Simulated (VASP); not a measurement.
# CsPbCl3 (Pm-3m) in VASP: notebook

The runs below take CsPbCl3 through single point, with PBE, r2SCAN.

All numbers are computed with VASP 6.6.1; they aren't measurements. Logs are shortened: lines on timing, memory, paths and dates and some standing lists are left out, and cuts for length are marked.

### Step 1. The cell of the first run

The structure is cubic, space group Pm-3m (No. 221). Conventional cell: a = 5.740 Å, b = 5.740 Å, c = 5.740 Å, α = 90.00°, β = 90.00°, γ = 90.00°. Cs (site symmetry m-3m) has 12 Cl at 4.06 Å and 8 Pb at 4.97 Å within 5.3 Å. Within 3.8 Å of Pb (site symmetry m-3m) lie 6 Cl at 2.87 Å. Cl (site symmetry 4/mmm) has 2 Pb at 2.87 Å within 3.8 Å.

### Step 2. Single point, PBE

INCAR

```
PREC = Accurate ; ENCUT = 520
EDIFF = 1E-7 ; ISMEAR = -1
SIGMA = 0.02 ; LREAL = F
LASPH = T ; NELM = 100
ALGO = Normal ; ISIF = 2
LWAVE = F ; LCHARG = F
GGA = PE ; NBANDS = 30
```

KPOINTS

```
regular mesh
0
Gamma
  4 4 4
```

POSCAR

```
CsPbCl3
1.0
    5.7402638197      0.0000000000      0.0000000000
    0.0000000000      5.7402638197      0.0000000000
    0.0000000000      0.0000000000      5.7402638197
Cs Pb Cl
1 1 3
Direct
    0.0000000000      0.0000000000      0.0000000000
    0.5000000000      0.5000000000      0.5000000000
    0.5000000000      0.5000000000      0.0000000000
    0.0000000000      0.5000000000      0.5000000000
    0.5000000000      0.0000000000      0.5000000000
```

Potentials or basis: VASP PAW PBE potentials, release 64 (Cs_sv, Pb_d, Cl).

On the command line:

```bash
cat potpaw_PBE.64/Cs_sv/POTCAR potpaw_PBE.64/Pb_d/POTCAR potpaw_PBE.64/Cl/POTCAR > POTCAR
mpirun -np 1 vasp_std > vasp.out
```

OUTCAR:

```text
PREC = Accurate
   ENCUT = 520
   EDIFF = 1E-7
   ISMEAR = -1
   LREAL = F
   LASPH = T
   NELM = 100
   ISIF = 2
   GGA = PE

 ion  position               nearest neighbor table
   1  0.000  0.000  0.000-
   2  0.500  0.500  0.500-   3 2.87   4 2.87   5 2.87   3 2.87   5 2.87   4 2.87
   3  0.500  0.500  0.000-   2 2.87   2 2.87
   4  0.000  0.500  0.500-   2 2.87   2 2.87
   5  0.500  0.000  0.500-   2 2.87   2 2.87

  LATTYP: Found a simple cubic cell.
 ALAT       =     5.7402638197

  Lattice vectors:

 A1 = (   5.7402638197,   0.0000000000,   0.0000000000)
 A2 = (   0.0000000000,   5.7402638197,   0.0000000000)
 A3 = (   0.0000000000,   0.0000000000,   5.7402638197)

Analysis of symmetry for initial positions (statically):
=====================================================================
 Subroutine PRICEL returns:
 Original cell was already a primitive cell.

 Routine SETGRP: Setting up the symmetry group for a
 simple cubic supercell.

 Subroutine GETGRP returns: Found 48 space group operations
 (whereof 48 operations were pure point group operations)
 out of a pool of 48 trial point group operations.

The static configuration has the point symmetry O_h .

Analysis of symmetry for dynamics (positions and initial velocities):
=====================================================================
 Subroutine PRICEL returns:
 Original cell was already a primitive cell.

 Routine SETGRP: Setting up the symmetry group for a
 simple cubic supercell.

 Subroutine GETGRP returns: Found 48 space group operations
 (whereof 48 operations were pure point group operations)
 out of a pool of 48 trial point group operations.

The dynamic configuration has the point symmetry O_h .

 Subroutine INISYM returns: Found 48 space group operations
 (whereof 48 operations are pure point group operations),
 and found     1 'primitive' translations

----------------------------------------------------------------------------------------

                                     Primitive cell

  volume of cell :     189.1453

  direct lattice vectors                    reciprocal lattice vectors
     5.740263820  0.000000000  0.000000000     0.174208021  0.000000000  0.000000000
     0.000000000  5.740263820  0.000000000     0.000000000  0.174208021  0.000000000
     0.000000000  0.000000000  5.740263820     0.000000000  0.000000000  0.174208021

  length of vectors
     5.740263820  5.740263820  5.740263820     0.174208021  0.174208021  0.174208021

  position of ions in fractional coordinates (direct lattice)
     0.000000000  0.000000000  0.000000000
     0.500000000  0.500000000  0.500000000
     0.500000000  0.500000000  0.000000000
     0.000000000  0.500000000  0.500000000
     0.500000000  0.000000000  0.500000000

  ion indices of the primitive-cell ions
   primitive index   ion index
                 1           1
                 2           2
                 3           3
                 4           4
                 5           5

----------------------------------------------------------------------------------------

 KPOINTS: regular mesh

Automatic generation of k-mesh.
 Grid dimensions read from file:
 generate k-points for:    4    4    4

 Generating k-lattice:

  Cartesian coordinates                     Fractional coordinates (reciprocal lattice)
     0.043552005  0.000000000  0.000000000     0.250000000  0.000000000  0.000000000
     0.000000000  0.043552005  0.000000000     0.000000000  0.250000000  0.000000000
     0.000000000  0.000000000  0.043552005     0.000000000  0.000000000  0.250000000

  Length of vectors
     0.043552005  0.043552005  0.043552005

  Shift w.r.t. Gamma in fractional coordinates (k-lattice)
     0.000000000  0.000000000  0.000000000

 Subroutine IBZKPT returns following result:
 ===========================================

 Found     10 irreducible k-points:

 Following reciprocal coordinates:
            Coordinates               Weight
  0.000000  0.000000  0.000000      1.000000
  0.250000  0.000000  0.000000      6.000000
  0.500000  0.000000  0.000000      3.000000
  0.250000  0.250000  0.000000     12.000000
  0.500000  0.250000  0.000000     12.000000
  0.500000  0.500000  0.000000      3.000000
  0.250000  0.250000  0.250000      8.000000
  0.500000  0.250000  0.250000     12.000000
  0.500000  0.500000  0.250000      6.000000
  0.500000  0.500000  0.500000      1.000000
   k-points           NKPTS =     10   k-points in BZ     NKDIM =     10   number of bands    NBANDS=     30
   number of dos      NEDOS =    301   number of ions     NIONS =      5
   total plane-waves  NPLWV = 110592
   dimension x,y,z NGX =    48 NGY =   48 NGZ =   48
   dimension x,y,z NGXF=    96 NGYF=   96 NGZF=   96
   ions per type =               1   1   3
   NGX,Y,Z   is equivalent  to a cutoff of  13.90, 13.90, 13.90 a.u.
   NGXF,Y,Z  is equivalent  to a cutoff of  27.80, 27.80, 27.80 a.u.
 SYSTEM =  unknown system
   PREC   = accura    normal or accurate (medium, high low for compatibility)
   ISTART =      0    job   : 0-new  1-cont  2-samecut
   ICHARG =      2    charge: 1-file 2-atom 10-const
   ISPIN  =      1    spin polarized calculation?
   LNONCOLLINEAR =      F non collinear calculations
   LSORBIT =      F    spin-orbit coupling
   LASPH  =      T    aspherical Exc in radial PAW
   ENCUT  =  520.0 eV  38.22 Ry    6.18 a.u.  10.67 10.67 10.67*2*pi/ulx,y,z
   NELM   =    100;   NELMIN=  2; NELMDL= -5     # of ELM steps
   EDIFF  = 0.1E-06   stopping-criterion for ELM
   LREAL  =      F    real-space projection
   EDIFFG = 0.1E-05   stopping-criterion for IOM
   NSW    =      0    number of steps for IOM
   IBRION =     -1    ionic relax: 0-MD 1-quasi-New 2-CG
   NFREE  =      0    steps in history (QN), initial steepest desc. (CG)
   ISIF   =      2    stress and relaxation
   ISYM   =      2    0-nonsym 1-usesym 2-fastsym
   POTIM  = 0.5000    time-step for ionic-motion
   TEBEG  =    0.0;   TEEND  =   0.0 temperature during run
   PSTRESS=    0.0 pullay stress
   NELECT =      44.0000    total number of electrons
   NUPDOWN=      -1.0000    fix difference up-down
   EMIN   =  10.00;   EMAX   =-10.00  energy-range for DOS
   EFERMI =   0.00;   METHOD = LEGACY
   ISMEAR =    -1;   SIGMA  =   0.02  broadening in eV -4-tet -1-fermi 0-gaus
   EFERMI_NEDOS =   21; number of points for ismear=-14 and -15
   IALGO  =     38    algorithm
   IMIX   =      4    mixing-type and parameters
     AMIX     =   0.40;   BMIX     =  1.00
     AMIX_MAG =   1.60;   BMIX_MAG =  1.00
  volume/ion in A,a.u.               =      37.83       255.28
  Fermi-wavevector in a.u.,A,eV,Ry     =   1.006840  1.902652 13.792595  1.013727
  Thomas-Fermi vector in A             =   2.139608
   LORBIT       =      0    0 simple, 1 ext, 2 COOP (PROOUT), +10 PAW based schemes
   GGA     = PE    functional components
   LHFCALC =     F    Hartree Fock is set to
   AEXX    =    0.0000 exact exchange contribution
   IVDW    =     0    specifies the selected vdW correction
   LEPSILON=     F    determine dielectric tensor
   LRPA    =     F    only Hartree local field effects (RPA)
 non-spin polarized calculation
  energy-cutoff  :      520.00
  volume of cell :      189.15
 maximum number of plane-waves:      5112
 NGX is ok and might be reduce to    48
   NGX = 21   NGY = 21   NGZ = 21

 number of electron      44.0000012 magnetization

 Free energy of the ion-electron system (eV)
  ---------------------------------------------------
  ext. energy  EPLUGINS =         0.00000000
  ---------------------------------------------------
  free energy    TOTEN  =       -17.54956544 eV

  energy without entropy =      -17.54956544  energy(sigma->0) =      -17.54956544

 E-fermi :   1.4065     XC(G=0):  -7.5178

 val. band max:        0.9284640680   @ k =   0.5000   0.5000   0.5000
 cond. band min:       3.1503348337   @ k =   0.5000   0.5000   0.5000
 fundamental gap:      2.2218707657
 Fermi energy:         1.4064548151

 k-point     1 :       0.0000    0.0000    0.0000
  band No.  band energies     occupation
      1     -20.0922      2.00000
      2     -15.5769      2.00000
      3     -15.5769      2.00000
      4     -15.4223      2.00000
      5     -15.4223      2.00000
      6     -15.4223      2.00000
[... 22 lines left out ...]
     29       6.9738      0.00000
     30       6.9738      0.00000

 k-point     2 :       0.2500    0.0000    0.0000
  band No.  band energies     occupation
      1     -20.0916      2.00000
      2     -15.5768      2.00000
      3     -15.5426      2.00000
      4     -15.4228      2.00000
      5     -15.4228      2.00000
      6     -15.4223      2.00000
[... 22 lines left out ...]
     29       6.7656      0.00000
     30       7.3654      0.00000

 k-point     3 :       0.5000    0.0000    0.0000
  band No.  band energies     occupation
      1     -20.0909      2.00000
      2     -15.5768      2.00000
      3     -15.5074      2.00000
      4     -15.4232      2.00000
      5     -15.4232      2.00000
      6     -15.4223      2.00000
[... 22 lines left out ...]
     29       7.0542      0.00000
     30       8.0453      0.00000

 k-point     4 :       0.2500    0.2500    0.0000
  band No.  band energies     occupation
      1     -20.0909      2.00000
      2     -15.5602      2.00000
      3     -15.5238      2.00000
      4     -15.4232      2.00000
      5     -15.4228      2.00000
      6     -15.4228      2.00000
[... 154 lines left out ...]
     29       7.3462      0.00000
     30       7.3728      0.00000

 k-point     9 :       0.5000    0.5000    0.2500
  band No.  band energies     occupation
      1     -20.0892      2.00000
      2     -15.5055      2.00000
      3     -15.4653      2.00000
      4     -15.4242      2.00000
      5     -15.4237      2.00000
      6     -15.4237      2.00000
[... 22 lines left out ...]
     29       7.0667      0.00000
     30       7.4615      0.00000

 k-point    10 :       0.5000    0.5000    0.5000
  band No.  band energies     occupation
      1     -20.0886      2.00000
      2     -15.4653      2.00000
      3     -15.4653      2.00000
      4     -15.4242      2.00000
      5     -15.4242      2.00000
      6     -15.4242      2.00000
[... 22 lines left out ...]
     29       6.8431      0.00000
     30       7.9814      0.00000

------------------------ aborting loop because EDIFF is reached ----------------------------------------

  FORCE on cell =-STRESS in cart. coord.  units (eV):
  Direction    XX          YY          ZZ          XY          YZ          ZX
  --------------------------------------------------------------------------------------
  -------------------------------------------------------------------------------------
  Total       -0.0473223     -0.0473223     -0.0473223      0.0000000      0.0000000     -0.0000000
  in kB       -0.4008493     -0.4008493     -0.4008493      0.0000000      0.0000000     -0.0000000
  external PRESSURE =      -0.4008493 kB  Pullay stress =       0.0000000 kB

 VOLUME and BASIS-vectors are now :
 -----------------------------------------------------------------------------
  energy-cutoff  :      520.00
  volume of cell :      189.15
      direct lattice vectors                 reciprocal lattice vectors
     5.740263820  0.000000000  0.000000000     0.174208021  0.000000000  0.000000000
     0.000000000  5.740263820  0.000000000     0.000000000  0.174208021  0.000000000
     0.000000000  0.000000000  5.740263820     0.000000000  0.000000000  0.174208021

 POSITION                                       TOTAL-FORCE (eV/Angst)
 -----------------------------------------------------------------------------------
      0.00000      0.00000      0.00000         0.000000      0.000000      0.000000
      2.87013      2.87013      2.87013         0.000000      0.000000      0.000000
      2.87013      2.87013      0.00000         0.000000      0.000000      0.000000
      0.00000      2.87013      2.87013         0.000000      0.000000      0.000000
      2.87013      0.00000      2.87013         0.000000      0.000000      0.000000
 -----------------------------------------------------------------------------------
    total drift:                                0.000000     -0.000000     -0.000000

  FREE ENERGIE OF THE ION-ELECTRON SYSTEM (eV)
  ---------------------------------------------------
  free  energy   TOTEN  =       -17.5495654440 eV

  energy  without entropy=      -17.5495654440  energy(sigma->0) =      -17.54956544
```

It took 50 s on 1 thread of Intel Xeon Platinum 8488C (Sapphire Rapids), shared host; peak memory 0.34 GiB.

What came out:

```
Free energy            : -17.5496 eV
Pressure               : 0.0 GPa
Band gap on the k mesh : 2.22 eV, direct
```

Caveat: spin-orbit coupling is left out, which moves the levels of the heavy elements. As with any semilocal functional, this PBE gap is likely too small.

(Continued in part 2 of 2.)
